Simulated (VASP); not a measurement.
# Cr (P6/mmm) in VASP: notebook, part 2 of 2

VASP 6.6.1. The steps go on from the part before.

## (4) Single point, PBE (12.80 Å³/atom)

This run uses another cell than the first one, of 12.80 Å³/atom.

The input, INCAR:

```
SYSTEM = Cr
  PREC = Accurate
  ENCUT = 520
  EDIFF = 1E-6
  ISMEAR = -1
  SIGMA = 0.1
  LREAL = .False.
  LASPH = .True.
  NELM = 60
  ALGO = Normal
  ISIF = 2
  LWAVE = .False.
  LCHARG = .True.
  GGA = PE
  LELF = .True.
  LVHAR = .True.
  NBANDS = 25
```

The input, KPOINTS:

```
regular mesh
0
Gamma
  10 10 15
  0 0 0
```

The input, POSCAR:

```
Cr
1.0
    4.3437300178      0.0000000000      0.0000000000
   -2.1718650089      3.7617805426      0.0000000000
    0.0000000000      0.0000000000      2.3499449721
Cr
3
Direct
    1.0000000000      0.0000000000      0.0000000000
    0.3333333333      0.6666666667      0.5000000000
    0.6666666667      0.3333333333      0.5000000000
```

Potentials or basis: VASP PAW PBE potentials, release 64 (Cr_pv).

Run with:

```sh
> cat potpaw_PBE.64/Cr_pv/POTCAR > POTCAR
> mpirun -np 1 vasp_std > vasp.out
```

OUTCAR:

```text
SYSTEM = Cr
   PREC = Accurate
   ENCUT = 520
   EDIFF = 1E-6
   ISMEAR = -1
   LREAL = .False.
   LASPH = .True.
   NELM = 60
   ISIF = 2
   GGA = PE

 ion  position               nearest neighbor table
   1  0.000  0.000  0.000-   2 2.77   3 2.77   2 2.77   3 2.77   3 2.77   3 2.77   2 2.77   2 2.77
                             3 2.77   3 2.77   2 2.77   2 2.77
   2  0.333  0.667  0.500-   3 2.51   3 2.51   3 2.51   1 2.77   1 2.77   1 2.77   1 2.77   1 2.77
                             1 2.77
   3  0.667  0.333  0.500-   2 2.51   2 2.51   2 2.51   1 2.77   1 2.77   1 2.77   1 2.77   1 2.77
                             1 2.77

  LATTYP: Found a hexagonal cell.
 ALAT       =     4.3437300178
 C/A-ratio  =     0.5409970147

  Lattice vectors:

 A1 = (   4.3437300178,   0.0000000000,   0.0000000000)
 A2 = (  -2.1718650089,   3.7617805426,   0.0000000000)
 A3 = (   0.0000000000,   0.0000000000,   2.3499449721)

Analysis of symmetry for initial positions (statically):
=====================================================================
 Subroutine PRICEL returns:
 Original cell was already a primitive cell.

 Routine SETGRP: Setting up the symmetry group for a
 hexagonal supercell.

 Subroutine GETGRP returns: Found 24 space group operations
 (whereof 24 operations were pure point group operations)
 out of a pool of 24 trial point group operations.

The static configuration has the point symmetry D_6h.

Analysis of symmetry for dynamics (positions and initial velocities):
=====================================================================
 Subroutine PRICEL returns:
 Original cell was already a primitive cell.

 Routine SETGRP: Setting up the symmetry group for a
 hexagonal supercell.

 Subroutine GETGRP returns: Found 24 space group operations
 (whereof 24 operations were pure point group operations)
 out of a pool of 24 trial point group operations.

The dynamic configuration has the point symmetry D_6h.

 Subroutine INISYM returns: Found 24 space group operations
 (whereof 24 operations are pure point group operations),
 and found     1 'primitive' translations

----------------------------------------------------------------------------------------

                                     Primitive cell

  volume of cell :      38.3985

  direct lattice vectors                    reciprocal lattice vectors
     4.343730018  0.000000000  0.000000000     0.230216886  0.132915781  0.000000000
    -2.171865009  3.761780543  0.000000000     0.000000000  0.265831563  0.000000000
     0.000000000  0.000000000  2.349944972     0.000000000  0.000000000  0.425541879

  length of vectors
     4.343730018  4.343730018  2.349944972     0.265831563  0.265831563  0.425541879

  position of ions in fractional coordinates (direct lattice)
     0.000000000  0.000000000  0.000000000
     0.333333333  0.666666667  0.500000000
     0.666666667  0.333333333  0.500000000

  ion indices of the primitive-cell ions
   primitive index   ion index
                 1           1
                 2           2
                 3           3

----------------------------------------------------------------------------------------

 KPOINTS: regular mesh

Automatic generation of k-mesh.
 Grid dimensions read from file:
 generate k-points for:   10   10   15

 Generating k-lattice:

  Cartesian coordinates                     Fractional coordinates (reciprocal lattice)
     0.023021689  0.013291578  0.000000000     0.100000000  0.000000000  0.000000000
     0.000000000  0.026583156  0.000000000     0.000000000  0.100000000  0.000000000
     0.000000000  0.000000000  0.028369459     0.000000000  0.000000000  0.066666667

  Length of vectors
     0.026583156  0.026583156  0.028369459

  Shift w.r.t. Gamma in fractional coordinates (k-lattice)
     0.000000000  0.000000000  0.000000000

 Subroutine IBZKPT returns following result:
 ===========================================

 Found    112 irreducible k-points:

 Following reciprocal coordinates:
            Coordinates               Weight
  0.000000  0.000000  0.000000      1.000000
  0.100000  0.000000  0.000000      6.000000
  0.200000  0.000000  0.000000      6.000000
  0.300000  0.000000  0.000000      6.000000
  0.400000  0.000000  0.000000      6.000000
  0.500000  0.000000  0.000000      3.000000
[... 16 lines left out ...]
  0.300000  0.100000  0.066667     24.000000
  0.400000  0.100000  0.066667     24.000000
 [... further k-points ...]
   k-points           NKPTS =    112   k-points in BZ     NKDIM =    112   number of bands    NBANDS=     25
   number of dos      NEDOS =    301   number of ions     NIONS =      3
   total plane-waves  NPLWV =  18432
   dimension x,y,z NGX =    32 NGY =   32 NGZ =   18
   dimension x,y,z NGXF=    64 NGYF=   64 NGZF=   36
   ions per type =               3
   NGX,Y,Z   is equivalent  to a cutoff of  12.25, 12.25, 12.73 a.u.
   NGXF,Y,Z  is equivalent  to a cutoff of  24.49, 24.49, 25.47 a.u.
 SYSTEM =  Cr
   PREC   = accura    normal or accurate (medium, high low for compatibility)
   ISTART =      0    job   : 0-new  1-cont  2-samecut
   ICHARG =      2    charge: 1-file 2-atom 10-const
   ISPIN  =      1    spin polarized calculation?
   LNONCOLLINEAR =      F non collinear calculations
   LSORBIT =      F    spin-orbit coupling
   LASPH  =      T    aspherical Exc in radial PAW
   ENCUT  =  520.0 eV  38.22 Ry    6.18 a.u.   8.08  8.08  4.37*2*pi/ulx,y,z
   NELM   =     60;   NELMIN=  2; NELMDL= -5     # of ELM steps
   EDIFF  = 0.1E-05   stopping-criterion for ELM
   LREAL  =      F    real-space projection
   EDIFFG = 0.1E-04   stopping-criterion for IOM
   NSW    =      0    number of steps for IOM
   IBRION =     -1    ionic relax: 0-MD 1-quasi-New 2-CG
   NFREE  =      0    steps in history (QN), initial steepest desc. (CG)
   ISIF   =      2    stress and relaxation
   ISYM   =      2    0-nonsym 1-usesym 2-fastsym
   POTIM  = 0.5000    time-step for ionic-motion
   TEBEG  =    0.0;   TEEND  =   0.0 temperature during run
   PSTRESS=    0.0 pullay stress
   NELECT =      36.0000    total number of electrons
   NUPDOWN=      -1.0000    fix difference up-down
   EMIN   =  10.00;   EMAX   =-10.00  energy-range for DOS
   EFERMI =   0.00;   METHOD = LEGACY
   ISMEAR =    -1;   SIGMA  =   0.10  broadening in eV -4-tet -1-fermi 0-gaus
   EFERMI_NEDOS =   21; number of points for ismear=-14 and -15
   IALGO  =     38    algorithm
   IMIX   =      4    mixing-type and parameters
     AMIX     =   0.40;   BMIX     =  1.00
     AMIX_MAG =   1.60;   BMIX_MAG =  1.00
  volume/ion in A,a.u.               =      12.80        86.38
  Fermi-wavevector in a.u.,A,eV,Ry     =   1.602277  3.027865 34.930135  2.567292
  Thomas-Fermi vector in A             =   2.699123
   LORBIT       =      0    0 simple, 1 ext, 2 COOP (PROOUT), +10 PAW based schemes
   GGA     = PE    functional components
   LHFCALC =     F    Hartree Fock is set to
   AEXX    =    0.0000 exact exchange contribution
   IVDW    =     0    specifies the selected vdW correction
   LEPSILON=     F    determine dielectric tensor
   LRPA    =     F    only Hartree local field effects (RPA)
 non-spin polarized calculation
  energy-cutoff  :      520.00
  volume of cell :       38.40
 maximum number of plane-waves:      1051
   NGX = 17   NGY = 17   NGZ =  9

 number of electron      36.0000017 magnetization

 Free energy of the ion-electron system (eV)
  ---------------------------------------------------
  ext. energy  EPLUGINS =         0.00000000
  ---------------------------------------------------
  free energy    TOTEN  =       -27.45070392 eV

  energy without entropy =      -27.28203372  energy(sigma->0) =      -27.36636882

 E-fermi :   9.5188     XC(G=0): -13.0575

 val. band max:        9.5179517217   @ k =   0.4000   0.1000   0.0000
 cond. band min:       9.5265952754   @ k =   0.1000   0.0000   0.4000
 fundamental gap:      0.0086435536
 Fermi energy:         9.5187801110

 k-point     1 :       0.0000    0.0000    0.0000
  band No.  band energies     occupation
      1     -33.5901      2.00000
      2     -33.5901      2.00000
      3     -33.5814      2.00000
      4     -33.5814      2.00000
      5     -33.1598      2.00000
      6     -33.1598      2.00000
[... 661 lines left out ...]
     24      11.5201      0.00000
     25      11.6016      0.00000

 [... further k-points ...]

------------------------ aborting loop because EDIFF is reached ----------------------------------------

  FORCE on cell =-STRESS in cart. coord.  units (eV):
  Direction    XX          YY          ZZ          XY          YZ          ZX
  --------------------------------------------------------------------------------------
  -------------------------------------------------------------------------------------
  Total       -3.6999757     -3.6999757     -3.8580649      0.0000000      0.0000000      0.0000000
  in kB     -154.3815801   -154.3815801   -160.9778566      0.0000000      0.0000000      0.0000000
  external PRESSURE =    -156.5803389 kB  Pullay stress =       0.0000000 kB

 VOLUME and BASIS-vectors are now :
 -----------------------------------------------------------------------------
  energy-cutoff  :      520.00
  volume of cell :       38.40
      direct lattice vectors                 reciprocal lattice vectors
     4.343730018  0.000000000  0.000000000     0.230216886  0.132915781  0.000000000
    -2.171865009  3.761780543  0.000000000     0.000000000  0.265831563  0.000000000
     0.000000000  0.000000000  2.349944972     0.000000000  0.000000000  0.425541879

 POSITION                                       TOTAL-FORCE (eV/Angst)
 -----------------------------------------------------------------------------------
      0.00000      0.00000      0.00000        -0.000000      0.000000      0.000000
     -0.00000      2.50785      1.17497        -0.000000      0.000000     -0.000000
      2.17187      1.25393      1.17497         0.000000      0.000000      0.000000
 -----------------------------------------------------------------------------------
    total drift:                               -0.000000      0.000000      0.000000

  FREE ENERGIE OF THE ION-ELECTRON SYSTEM (eV)
  ---------------------------------------------------
  free  energy   TOTEN  =       -27.4507039210 eV

  energy  without entropy=      -27.2820337210  energy(sigma->0) =      -27.36636882
```

It took 2.3 min on 1 thread of Intel Xeon 8259CL, shared host; peak memory 0.21 GiB.

Results:

```yaml
Free_energy: -27.4507 eV
Pressure: -15.7 GPa
Band_gap_on_the_k_mesh: zero (bands 18 and 19 overlap by 0.59 eV)
```

Caveat: the cell stands under tension; the run has no spin polarisation, though such a crystal can be magnetic. Spin polarisation is off, so any magnetic state and its effect on volume and gap are missing.

## (5) The runs side by side

| cell | gap on the mesh (eV) | pressure (GPa) |
| --- | --- | --- |
| a = 4.234, b = 4.234, c = 2.290 Å, angles 90.0, 90.0, 120.0°, 3 atoms | none | -0.3 |
| a = 4.289, b = 4.289, c = 2.321 Å, angles 90.0, 90.0, 120.0°, 3 atoms | none | -8.8 |
| a = 4.344, b = 4.344, c = 2.350 Å, angles 90.0, 90.0, 120.0°, 3 atoms | none | -15.7 |

Alike in all rows: task single point; level PBE; potentials or basis VASP PAW PBE potentials, release 64 (Cr_pv); no spin polarisation; k mesh 10 × 10 × 15; cutoff (eV) 520; smearing fermi-dirac 0.1 eV.

Caveats: the run has no spin polarisation, though such a crystal can be magnetic; the cell stands under tension (at least some runs).

Total energies depend on the potentials used, so only differences within one code and one set of settings carry meaning.
